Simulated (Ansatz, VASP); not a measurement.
# Nb: VASP beside Ansatz

```
Nb
1.0
     3.31123    0.00000    0.00000
     0.00000    3.31123    0.00000
     0.00000    0.00000   24.27810
Nb
6
Direct
  0.25000 0.25000 0.33670
  0.75000 0.75000 0.39719
  0.25000 0.25000 0.46415
  0.75000 0.75000 0.53585
  0.25000 0.25000 0.60281
  0.75000 0.75000 0.66330
```

Alike in both runs: functional PBE; k mesh 10 × 10 × 1; occupations fermi-dirac, width 0.05 eV; no spin polarisation.

Ansatz relaxed the structure, and its values are those at the end. VASP's run is a single point on that final structure, the one shown.

```csv
,VASP,Ansatz
version,VASP 6.6.1,Ansatz 0.2.0
potentials or method,"VASP PAW PBE potentials, release 64 (Nb_sv), cutoff 520 eV","all-electron LAPW, scalar-relativistic"
```

|  | VASP | Ansatz | Ansatz less VASP |
| --- | --- | --- | --- |
| rms of the force components (eV/Å) | 0.008 | 0.004 | -0.0044 |

Ansatz ran all-electron here, and VASP with PAW potentials. Ansatz's warnings: vacuum below fermi.
